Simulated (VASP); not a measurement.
# Cr3SbMo (Pm-3m) in VASP: notebook, part 2 of 2

VASP 6.6.1.

## 3. Single point, PBE, collinear spin, ferrimagnetic start

This run uses another cell than the first one, of 20.76 Å³/atom.

INCAR

```
SYSTEM = Cr3SbMo
PREC     = Accurate       ! precision mode
ENCUT    = 520            ! plane-wave cutoff, eV
EDIFF    = 1E-7           ! SCF threshold, eV
ISMEAR   = 0              ! smearing method
SIGMA    = 0.1            ! smearing width, eV
LREAL    = .FALSE.        ! projectors in reciprocal space
LASPH    = .TRUE.         ! aspherical terms in the spheres
NELM     = 150            ! most SCF steps
ALGO     = Normal         ! electronic algorithm
ISIF     = 2              ! what is computed and relaxed
LWAVE    = .FALSE.        ! write WAVECAR
LCHARG   = .TRUE.         ! write CHGCAR
ISPIN    = 2              ! spin polarisation
MAGMOM   = 1.37 1.37 1.37 0 -0.22 ! initial moments
LORBIT   = 11             ! projections on sites
LMAXMIX  = 4              ! l up to which the mixer works
GGA      = PE             ! functional
LELF     = .TRUE.         ! ELF
LVHAR    = .TRUE.       
NBANDS   = 40             ! bands
```

KPOINTS

```
regular mesh
0
G
  4 4 4
  0 0 0
```

POSCAR

```
Cr3SbMo
1.0
    4.6997910703      0.0000000000      0.0000000000
    0.0000000000      4.6997910703      0.0000000000
    0.0000000000      0.0000000000      4.6997910703
Cr Sb Mo
3 1 1
Direct
    0.0000000000      0.5000000000      0.5000000000
    0.5000000000      0.0000000000      0.5000000000
    0.5000000000      0.5000000000      0.0000000000
    0.0000000000      0.0000000000      0.0000000000
    0.5000000000      0.5000000000      0.5000000000
```

Potentials or basis: VASP PAW PBE potentials, release 64 (Cr_pv, Sb, Mo_sv).

Command:

```
$ cat potpaw_PBE.64/Cr_pv/POTCAR potpaw_PBE.64/Sb/POTCAR potpaw_PBE.64/Mo_sv/POTCAR > POTCAR
$ mpirun -np 1 vasp_std > vasp.out
```

Wall time 98 s (1 thread of Intel Xeon Platinum 8488C (Sapphire Rapids), shared host); peak memory 0.28 GiB.

The run converged. Its results:

* Free energy: -37.3031 eV
* Pressure: 0.3 GPa
* Net moment: 8.36 μB per cell
* Site moments: Cr +3.04; Sb -0.14; Mo -1.27 μB
* Valence electrons inside the program's atomic spheres: Cr 10.70; Sb 2.31; Mo 13.06

Levels at points of the mesh, in eV from the Fermi level:
Spin up:
| k point | band 29 | band 30 | band 31 | band 32 | band 33 | band 34 |
| --- | --- | --- | --- | --- | --- | --- |
| (0.00, 0.00, 0.00) | -0.78 | -0.36 | -0.36 | -0.36 | -0.34 | 1.35 |
| (0.50, 0.00, 0.00) | -0.82 | -0.37 | -0.36 | 0.70 | 0.95 | 0.95 |
| (0.50, 0.50, 0.00) | -1.02 | -0.73 | -0.67 | -0.19 | -0.19 | 0.23 |
| (0.50, 0.50, 0.50) | -0.76 | -0.74 | -0.42 | -0.42 | -0.42 | -0.08 |
Spin down:
| k point | band 20 | band 21 | band 22 | band 23 | band 24 | band 25 | band 26 | band 27 |
| --- | --- | --- | --- | --- | --- | --- | --- | --- |
| (0.00, 0.00, 0.00) | -3.09 | -1.59 | -1.59 | -1.59 | -0.06 | -0.06 | 1.16 | 1.79 |
| (0.50, 0.00, 0.00) | -2.08 | -0.39 | -0.35 | -0.35 | 0.33 | 0.37 | 0.37 | 0.68 |
| (0.50, 0.50, 0.00) | -1.64 | -1.44 | -1.39 | -0.84 | 0.04 | 0.43 | 0.43 | 1.39 |
| (0.50, 0.50, 0.50) | -1.39 | -0.73 | -0.73 | -0.64 | 0.13 | 0.13 | 0.13 | 1.05 |

Caveat: spin-orbit coupling is left out, which moves the levels of the heavy elements.

## 4. Relaxation of cell and atoms, PBE, collinear spin, ferrimagnetic start

INCAR

```
SYSTEM = Cr3SbMo
PREC = Accurate ; ENCUT = 600
EDIFF = 1E-6 ; ISMEAR = 0
SIGMA = 0.1 ; LREAL = .False.
LASPH = .True. ; NELM = 150
ALGO = Normal ; ISIF = 3
LWAVE = .False. ; LCHARG = .False.
ISPIN = 2 ; MAGMOM = 1.37 1.37 1.37 0 -0.22
LORBIT = 11 ; LMAXMIX = 4
GGA = PE ; IBRION = 2
NSW = 90 ; EDIFFG = -0.04
```

KPOINTS

```
regular mesh
0
Gamma
  4 4 4
  0 0 0
```

POSCAR: that of step 3 with these lines changed.

```diff
@@ -2,5 +2,5 @@
 1.0
-    4.6997910703      0.0000000000      0.0000000000
-    0.0000000000      4.6997910703      0.0000000000
-    0.0000000000      0.0000000000      4.6997910703
+    4.1928928690      0.0000000000      0.0000000000
+    0.0000000000      4.1928928690      0.0000000000
+    0.0000000000      0.0000000000      4.1928928690
 Cr Sb Mo
```

Command:

```
$ cat potpaw_PBE.64/Cr_pv/POTCAR potpaw_PBE.64/Sb/POTCAR potpaw_PBE.64/Mo_sv/POTCAR > POTCAR
$ mpirun -np 1 vasp_std > vasp.out
```

It took 11 min on 1 thread of Intel Xeon Platinum 8488C (Sapphire Rapids), shared host; peak memory 0.28 GiB.

The run converged. Its results:

| Item | Value |
| --- | --- |
| Free energy | -37.2693 eV |
| Relaxed volume | 20.84 Å³/atom |
| Relaxed cell | a = 4.705 Å, b = 4.705 Å, c = 4.705 Å, α = 90.00°, β = 90.00°, γ = 90.00° |
| Space group after relaxing (to 0.1 Å) | Pm-3m (No. 221) |
| Energy gained by relaxing | 527.8 meV/atom |
| Ionic steps | 6 |
| Pressure after relaxing | -0.1 GPa |
| Net moment | -8.35 μB per cell |
| Site moments | Cr -3.05; Sb +0.14; Mo +1.30 μB |
| Valence electrons inside the program's atomic spheres | Cr 10.70; Sb 2.30; Mo 13.05 |

The path:
```
step  energy change (eV)  largest force (eV/Å)  pressure (GPa)  volume (Å³)
   1              0.0000                0.0000           42.93        73.71
   2              0.9683                0.0000          -15.13       124.40
   3             -2.2058                0.0000            8.37        90.59
   4             -2.5901                0.0000            3.55        99.58
   5             -2.6260                0.0000           -1.67       106.55
   6             -2.6392                0.0000           -0.07       104.18
```

Final structure:
```
Cr Sb Mo
1.0
     4.70534    0.00000    0.00000
     0.00000    4.70534    0.00000
     0.00000    0.00000    4.70534
Cr Sb Mo
3 1 1
Cartesian
  0.0000 2.3527 2.3527
  2.3527 0.0000 2.3527
  2.3527 2.3527 0.0000
  0.0000 0.0000 0.0000
  2.3527 2.3527 2.3527
```

Levels at points of the mesh, in eV from the Fermi level:
Spin up:
```csv
k point,band 21,band 22,band 23,band 24,band 25,band 26
"(0.00, 0.00, 0.00)",-1.58,-1.58,-1.58,-0.05,-0.05,1.15
"(0.50, 0.00, 0.00)",-0.42,-0.36,-0.36,0.31,0.37,0.37
"(0.50, 0.50, 0.00)",-1.47,-1.41,-0.88,0.04,0.42,0.42
"(0.50, 0.50, 0.50)",-0.77,-0.77,-0.67,0.11,0.11,0.11
```
Spin down:
```tsv
k point	band 27	band 28	band 29	band 30	band 31	band 32	band 33	band 34	band 35
(0.00, 0.00, 0.00)	-1.01	-1.01	-0.80	-0.37	-0.37	-0.37	-0.35	1.33	1.33
(0.50, 0.00, 0.00)	-1.16	-1.07	-0.83	-0.39	-0.37	0.68	0.93	0.93	1.33
(0.50, 0.50, 0.00)	-1.08	-1.08	-1.03	-0.74	-0.67	-0.20	-0.20	0.22	1.02
(0.50, 0.50, 0.50)	-0.77	-0.77	-0.76	-0.44	-0.44	-0.44	0.81	0.81	0.81
```

Caveat: the k points lie up to 0.33 Å⁻¹ apart in the final cell; the volume moved by over 15 % at a fixed basis, so the end points are rough; spin-orbit coupling is left out, which moves the levels of the heavy elements.

## 5. Single point, PBE, collinear spin, ferrimagnetic start

This run uses another cell than the first one, of 20.73 Å³/atom.

INCAR

```
SYSTEM = Cr3SbMo
  ALGO = Normal
  EDIFF = 1E-6
  ENCUT = 520
  GGA = PE
  ISIF = 2
  ISMEAR = 0
  ISPIN = 2
  LASPH = .TRUE.
  LCHARG = .TRUE.
  LELF = .TRUE.
  LMAXMIX = 4
  LORBIT = 11
  LREAL = .FALSE.
  LVHAR = .TRUE.
  LWAVE = .FALSE.
  MAGMOM = 3.07 3.07 3.07 -0.25 -1.01
  NBANDS = 40
  NELM = 150
  PREC = Accurate
  SIGMA = 0.1
```

KPOINTS

```
k-points
0
G
  8 8 8
  0 0 0
```

POSCAR: that of step 4 with these lines changed.

```diff
@@ -2,5 +2,5 @@
 1.0
-    4.1928928690      0.0000000000      0.0000000000
-    0.0000000000      4.1928928690      0.0000000000
-    0.0000000000      0.0000000000      4.1928928690
+    4.6972388210      0.0000000000      0.0000000000
+    0.0000000000      4.6972388210      0.0000000000
+    0.0000000000      0.0000000000      4.6972388210
 Cr Sb Mo
```

Command:

```
$ cat potpaw_PBE.64/Cr_pv/POTCAR potpaw_PBE.64/Sb/POTCAR potpaw_PBE.64/Mo_sv/POTCAR > POTCAR
$ mpirun -np 1 vasp_std > vasp.out
```

Run time: 4.1 min. Hardware: 1 thread of Intel Xeon Platinum 8488C (Sapphire Rapids), shared host; peak memory 0.39 GiB.

Results (log left out):

```yaml
Free_energy: -37.4080 eV
Pressure: 0.2 GPa
Net_moment: 8.50 μB per cell
Site_moments: Cr +3.04; Sb -0.13; Mo -1.20 μB
Valence_electrons_inside_the_program's_atomic_spheres: Cr 10.70; Sb 2.30; Mo 13.07
```

Levels at points of the mesh, in eV from the Fermi level:
Spin up:
| k point | band 30 | band 31 | band 32 | band 33 | band 34 | band 35 |
| --- | --- | --- | --- | --- | --- | --- |
| (0.00, 0.00, 0.00) | -0.36 | -0.36 | -0.36 | -0.34 | 1.35 | 1.35 |
| (0.50, 0.00, 0.00) | -0.38 | -0.36 | 0.69 | 0.93 | 0.93 | 1.34 |
| (0.50, 0.50, 0.00) | -0.73 | -0.67 | -0.19 | -0.19 | 0.21 | 1.03 |
| (0.50, 0.50, 0.50) | -0.76 | -0.42 | -0.42 | -0.42 | -0.11 | -0.11 |
Spin down:
```csv
k point,band 20,band 21,band 22,band 23,band 24,band 25,band 26,band 27
"(0.00, 0.00, 0.00)",-3.08,-1.59,-1.59,-1.59,-0.06,-0.06,1.14,1.79
"(0.50, 0.00, 0.00)",-2.09,-0.39,-0.36,-0.36,0.34,0.38,0.38,0.69
"(0.50, 0.50, 0.00)",-1.64,-1.43,-1.38,-0.82,0.05,0.43,0.43,1.37
"(0.50, 0.50, 0.50)",-1.39,-0.71,-0.71,-0.62,0.14,0.14,0.14,1.05
```

Caveat: spin-orbit coupling is left out, which moves the levels of the heavy elements.

## 6. Overview

| task | spin | cell | k mesh | cutoff (eV) | gap on the mesh (eV) | pressure (GPa) | moment (μB) |
| --- | --- | --- | --- | --- | --- | --- | --- |
| single point | collinear, ferromagnetic start | a = 4.193 Å, 5 atoms | 4 × 4 × 4 | 520 | none | 43.0 | 4.04 |
| single point | collinear, ferrimagnetic start | a = 4.700 Å, 5 atoms | 4 × 4 × 4 | 520 | none | 0.3 | 8.36 |
| relaxation of cell and atoms | collinear, ferrimagnetic start | relaxed from a = 4.193 Å, 5 atoms | 4 × 4 × 4 | 600 | none | -0.1 | 8.35 |
| single point | collinear, ferrimagnetic start | a = 4.697 Å, 5 atoms | 8 × 8 × 8 | 520 | none | 0.2 | 8.50 |

Alike in all rows: level PBE; potentials or basis VASP PAW PBE potentials, release 64 (Cr_pv, Sb, Mo_sv); smearing gaussian 0.1 eV.

Caveats: some runs use coarse meshes; spin-orbit coupling is left out, which moves the levels of the heavy elements; the run started ferromagnetic, and an antiferromagnetic order may lie lower in energy (at least some runs); the volume moved by over 15 % at a fixed basis, so the end points are rough (at least some runs).

Total energies depend on the potentials used, so only differences within one code and one set of settings carry meaning.
